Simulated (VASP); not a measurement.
# GaN (F-43m) in VASP: G0W0 quasiparticle levels with HSE06

Aim: the G0W0 quasiparticle levels of GaN with HSE06.

Program: VASP 6.6.1. These are calculated values, not measurements. Logs are shortened: lines on timing, memory, paths and dates and some standing lists are left out, and cuts for length are marked.

### Step 1. The cell of the first run

It takes space group F-43m (No. 216, cubic). Conventional cell: a = 4.498 Å, b = 4.498 Å, c = 4.498 Å, α = 90.00°, β = 90.00°, γ = 90.00°. Within 2.6 Å of Ga (site symmetry -43m) lie 4 N at 1.95 Å. N (site symmetry -43m) has 4 Ga at 1.95 Å within 2.6 Å.

### Step 2. G0W0 quasiparticle levels, HSE06

POSCAR reads:

```
GaN
1.0
    0.0000000000      2.2489525415      2.2489525415
    2.2489525415      0.0000000000      2.2489525415
    2.2489525415      2.2489525415      0.0000000000
Ga N
1 1
Direct
    0.0000000000      0.0000000000      0.0000000000
    0.2500000000      0.2500000000      0.2500000000
```

INCAR.step1 reads:

```
SYSTEM = GaN
ALGO     = Normal         ! electronic algorithm
EDIFF    = 1E-5           ! SCF threshold, eV
ENCUT    = 500            ! plane-wave cutoff, eV
GGA      = PE             ! functional
ISIF     = 2              ! what is computed and relaxed
ISMEAR   = 0              ! smearing method
LASPH    = .TRUE.         ! aspherical terms in the spheres
LCHARG   = .FALSE.        ! write CHGCAR
LREAL    = .FALSE.        ! projectors in reciprocal space
LWAVE    = .TRUE.         ! write WAVECAR
NELM     = 80             ! most SCF steps
PREC     = Accurate       ! precision mode
SIGMA    = 0.02           ! smearing width, eV
```

INCAR.step2 reads:

```
SYSTEM = GaN
ALGO     = Normal         ! electronic algorithm
EDIFF    = 1E-8           ! SCF threshold, eV
ENCUT    = 500            ! plane-wave cutoff, eV
GGA      = PE             ! functional
HFSCREEN = 0.2            ! screening, 1/A
ISMEAR   = 0              ! smearing method
ISTART   = 1            
LASPH    = .TRUE.         ! aspherical terms in the spheres
LCHARG   = .FALSE.        ! write CHGCAR
LHFCALC  = .TRUE.         ! exact exchange
LREAL    = .FALSE.        ! projectors in reciprocal space
LWAVE    = .TRUE.         ! write WAVECAR
NELM     = 80             ! most SCF steps
PREC     = Accurate       ! precision mode
PRECFOCK = Fast         
SIGMA    = 0.01           ! smearing width, eV
```

INCAR.step3 reads:

```
SYSTEM = GaN
ALGO     = Exact          ! electronic algorithm
EDIFF    = 1E-8           ! SCF threshold, eV
ENCUT    = 500            ! plane-wave cutoff, eV
GGA      = PE             ! functional
HFSCREEN = 0.2            ! screening, 1/A
ISMEAR   = 0              ! smearing method
ISTART   = 1            
LASPH    = .TRUE.         ! aspherical terms in the spheres
LCHARG   = .FALSE.        ! write CHGCAR
LHFCALC  = .TRUE.         ! exact exchange
LOPTICS  = .TRUE.         ! frequency-dependent dielectric function
LREAL    = .FALSE.        ! projectors in reciprocal space
LWAVE    = .TRUE.         ! write WAVECAR
NBANDS   = 99             ! bands
NELM     = 1              ! most SCF steps
PREC     = Accurate       ! precision mode
PRECFOCK = Fast         
SIGMA    = 0.01           ! smearing width, eV
```

INCAR.step4 reads:

```
SYSTEM = GaN
ALGO     = EVGW0          ! electronic algorithm
EDIFF    = 1E-8           ! SCF threshold, eV
ENCUT    = 500            ! plane-wave cutoff, eV
ENCUTGW  = 60.0           ! cutoff of the response function
GGA      = PE             ! functional
HFSCREEN = 0.2            ! screening, 1/A
ISMEAR   = 0              ! smearing method
ISTART   = 1            
LASPH    = .TRUE.         ! aspherical terms in the spheres
LCHARG   = .FALSE.        ! write CHGCAR
LHFCALC  = .TRUE.         ! exact exchange
LREAL    = .FALSE.        ! projectors in reciprocal space
LWAVE    = .FALSE.        ! write WAVECAR
NBANDS   = 99             ! bands
NBANDSGW = 17           
NELMGW   = 1            
NOMEGA   = 48             ! frequency points
PREC     = Accurate       ! precision mode
PRECFOCK = Fast         
SIGMA    = 0.01           ! smearing width, eV
```

KPOINTS reads:

```
k-points
0
G
  4 4 4
  0 0 0
```

Potentials or basis: VASP PAW PBE potentials, release 64 (Ga_d_GW, N_GW).

Command:

```bash
cat potpaw_PBE.64/Ga_d_GW/POTCAR potpaw_PBE.64/N_GW/POTCAR > POTCAR
cp INCAR.step1 INCAR
mpirun -np 1 vasp_std > vasp.out
cp INCAR.step2 INCAR
mpirun -np 1 vasp_std > vasp.out
cp INCAR.step3 INCAR
mpirun -np 1 vasp_std > vasp.out
cp INCAR.step4 INCAR
mpirun -np 1 vasp_std > vasp.out
```

OUTCAR:

```text
SYSTEM = GaN
   EDIFF = 1E-8
   ENCUT = 500
   ENCUTGW = 60.0
   GGA = PE
   HFSCREEN = 0.2
   ISMEAR = 0
   ISTART = 1
   LASPH = .TRUE.
   LHFCALC = .TRUE.
   LREAL = .FALSE.
   NELMGW = 1
   PREC = Accurate
   PRECFOCK = Fast

 ion  position               nearest neighbor table
   1  0.000  0.000  0.000-   2 1.95   2 1.95   2 1.95   2 1.95
   2  0.250  0.250  0.250-   1 1.95   1 1.95   1 1.95   1 1.95

  LATTYP: Found a face centered cubic cell.
 ALAT       =     4.4979050830

  Lattice vectors:

 A1 = (   0.0000000000,   2.2489525415,   2.2489525415)
 A2 = (   2.2489525415,   0.0000000000,   2.2489525415)
 A3 = (   2.2489525415,   2.2489525415,   0.0000000000)

Analysis of symmetry for initial positions (statically):
=====================================================================
 Subroutine PRICEL returns:
 Original cell was already a primitive cell.

 Routine SETGRP: Setting up the symmetry group for a
 face centered cubic supercell.

 Subroutine GETGRP returns: Found 24 space group operations
 (whereof 24 operations were pure point group operations)
 out of a pool of 48 trial point group operations.

The static configuration has the point symmetry T_d .

Analysis of symmetry for dynamics (positions and initial velocities):
=====================================================================
 Subroutine PRICEL returns:
 Original cell was already a primitive cell.

 Routine SETGRP: Setting up the symmetry group for a
 face centered cubic supercell.

 Subroutine GETGRP returns: Found 24 space group operations
 (whereof 24 operations were pure point group operations)
 out of a pool of 48 trial point group operations.

The dynamic configuration has the point symmetry T_d .

 Subroutine INISYM returns: Found 24 space group operations
 (whereof 24 operations are pure point group operations),
 and found     1 'primitive' translations

----------------------------------------------------------------------------------------

                                     Primitive cell

  volume of cell :      22.7494

  direct lattice vectors                    reciprocal lattice vectors
[... 45 lines left out ...]
  0.250000  0.000000  0.000000      8.000000
  0.500000  0.000000  0.000000      4.000000
  0.250000  0.250000  0.000000      6.000000
  0.500000  0.250000  0.000000     24.000000
 -0.250000  0.250000  0.000000     12.000000
  0.500000  0.500000  0.000000      3.000000
 -0.250000  0.500000  0.250000      6.000000
   k-points           NKPTS =      8   k-points in BZ     NKDIM =     64   number of bands    NBANDS=     99
   number of dos      NEDOS =    301   number of ions     NIONS =      2
   total plane-waves  NPLWV =  13824
   dimension x,y,z NGX =    24 NGY =   24 NGZ =   24
   dimension x,y,z NGXF=    48 NGYF=   48 NGZF=   48
   ions per type =               1   1
   NGX,Y,Z   is equivalent  to a cutoff of  12.54, 12.54, 12.54 a.u.
   NGXF,Y,Z  is equivalent  to a cutoff of  25.09, 25.09, 25.09 a.u.
 SYSTEM =  GaN
   PREC   = accura    normal or accurate (medium, high low for compatibility)
   ISTART =      1    job   : 0-new  1-cont  2-samecut
   ICHARG =      0    charge: 1-file 2-atom 10-const
   ISPIN  =      1    spin polarized calculation?
   LNONCOLLINEAR =      F non collinear calculations
   LSORBIT =      F    spin-orbit coupling
   LASPH  =      T    aspherical Exc in radial PAW
   ENCUT  =  500.0 eV  36.75 Ry    6.06 a.u.   5.80  5.80  5.80*2*pi/ulx,y,z
   NELM   =     60;   NELMIN=  2; NELMDL=  0     # of ELM steps
   EDIFF  = 0.1E-07   stopping-criterion for ELM
   LREAL  =      F    real-space projection
   EDIFFG = 0.1E-06   stopping-criterion for IOM
   NSW    =      0    number of steps for IOM
   IBRION =     -1    ionic relax: 0-MD 1-quasi-New 2-CG
   NFREE  =      0    steps in history (QN), initial steepest desc. (CG)
   ISIF   =      0    stress and relaxation
   ISYM   =      3    0-nonsym 1-usesym 2-fastsym
   POTIM  = 0.5000    time-step for ionic-motion
   TEBEG  =    0.0;   TEEND  =   0.0 temperature during run
   PSTRESS=    0.0 pullay stress
   NELECT =      18.0000    total number of electrons
   NUPDOWN=      -1.0000    fix difference up-down
   EMIN   =  10.00;   EMAX   =-10.00  energy-range for DOS
   EFERMI =   0.00;   METHOD = LEGACY
   ISMEAR =     0;   SIGMA  =   0.01  broadening in eV -4-tet -1-fermi 0-gaus
   EFERMI_NEDOS =   21; number of points for ismear=-14 and -15
   IALGO  =     38    algorithm
   IMIX   =      1    mixing-type and parameters
     AMIX     =   0.40;   BMIX     =  1.00
     AMIX_MAG =   1.60;   BMIX_MAG =  1.00
  volume/ion in A,a.u.               =      11.37        76.76
  Fermi-wavevector in a.u.,A,eV,Ry     =   1.514173  2.861371 31.194330  2.292719
  Thomas-Fermi vector in A             =   2.623866
   LORBIT       =      0    0 simple, 1 ext, 2 COOP (PROOUT), +10 PAW based schemes
   GGA     = PE    functional components
   LHFCALC =     T    Hartree Fock is set to
   PRECFOCK=fast      Normal, Fast or Accurate (Low or Medium for compatibility)
   ENCUT4O =  -1.0   cutoff for four orbital integrals eV
   NKREDX  =     1    reduce k-point grid by
   NKREDY  =     1    reduce k-point grid by
   NKREDZ  =     1    reduce k-point grid by
   AEXX    =    1.0000 exact exchange contribution
   HFSCREEN=    0.0000 screening length (either q_TF or 0.3 A-1)
   HFSCREENC=   0.2000 screening length for correlation (either q_TF or 0.3 A-1)
   ENCUTFOCK=  -1.0 apply spherical cutoff to Coloumb kernel
   IVDW    =     0    specifies the selected vdW correction
   LEPSILON=     F    determine dielectric tensor
   LRPA    =     F    only Hartree local field effects (RPA)
   LRPAFORCE           =     F    calculate RPA forces
   ENCUTGW             =  60.0    cutoff for response function in eV
   ENCUTGWSOFT         =  48.0    soft cutoff for Coulomb kernel in GW response function in eV
   ENCUTLF             =  -1.0    cutoff for local field effects
   NELMGW              =     1    number of iterations in solving QP/BSE equation
   NELMHF              =     1    number of iterations in the inner HF iteration
   NKREDLFX            =     1    NKREDLFY  =   1   NKREDLFZ  =   1
 non-spin polarized calculation
 Gauss-broadening in eV      SIGMA  =   0.01
  energy-cutoff  :      500.00
  volume of cell :       22.75
 maximum number of plane-waves:       604
  NGX = 14; NGY = 14; NGZ = 14
 maximum number of plane-waves:        28
 NGX is ok and might be reduce to    10

 QP shifts <psi_nk| G(iteration)W_0 |psi_nk>: iteration 1
 for sc-GW calculations column KS-energies equals QP-energies in previous step
 and V_xc(KS)=  KS-energies - (<T + V_ion + V_H > + <T+V_H+V_ion>^1  + <V_x>^1)

 k-point   1 :       0.0000    0.0000    0.0000
  band No.  KS-energies  QP-energies   sigma(KS)   V_xc(KS)     V^pw_x(r,r')   Z            occupation Imag(sigma)

      1     -13.1380     -12.7377     -16.7804     -17.3313     -24.6920       0.7267       2.0000       0.9955
      2     -11.3061     -13.2822     -27.6022     -25.0273     -35.0450       0.7675       2.0000       0.2248
      3     -11.3061     -13.2822     -27.6022     -25.0273     -35.0450       0.7675       2.0000       0.2248
      4     -11.3061     -13.2822     -27.6022     -25.0273     -35.0450       0.7675       2.0000       0.2248
      5     -10.9847     -13.0832     -28.0256     -25.3135     -35.3555       0.7738       2.0000       0.1677
      6     -10.9847     -13.0832     -28.0256     -25.3135     -35.3555       0.7738       2.0000       0.1677
[... 143 lines left out ...]
      3     -11.1438     -13.1783     -27.7658     -25.1283     -35.1526       0.7714       2.0000       0.2020
      4     -10.9945     -13.0879     -28.1054     -25.4023     -35.4948       0.7745       2.0000       0.1924
      5     -10.9741     -13.0603     -27.9945     -25.3008     -35.3395       0.7745       2.0000       0.1738
      6      -8.4692      -9.0785     -22.8605     -22.0519     -30.0333       0.7535       2.0000       0.4205
[... 9 lines left out ...]
     16      30.2706      30.6622     -11.2872     -11.7805      -4.5636       0.7939       0.0000      -0.9231
     17      30.4018      30.7286     -10.5869     -10.9837      -4.4395       0.8237       0.0000      -0.8111
```

Run time: 18 min. Hardware: 1 thread of Intel Xeon 8259CL, shared host; peak memory 0.36 GiB.

Results:

```
Quasiparticle gap                                   : 3.21 eV
Least direct quasiparticle gap                      : 3.21 eV
Band gap of the starting levels on the mesh         : 3.08 eV
Least direct gap of the starting levels on the mesh : 3.08 eV
```

Caveat: the k points lie up to 0.60 Å⁻¹ apart; bands, screening cutoff and mesh are small and nothing is extrapolated, so the quasiparticle values aren't converged.
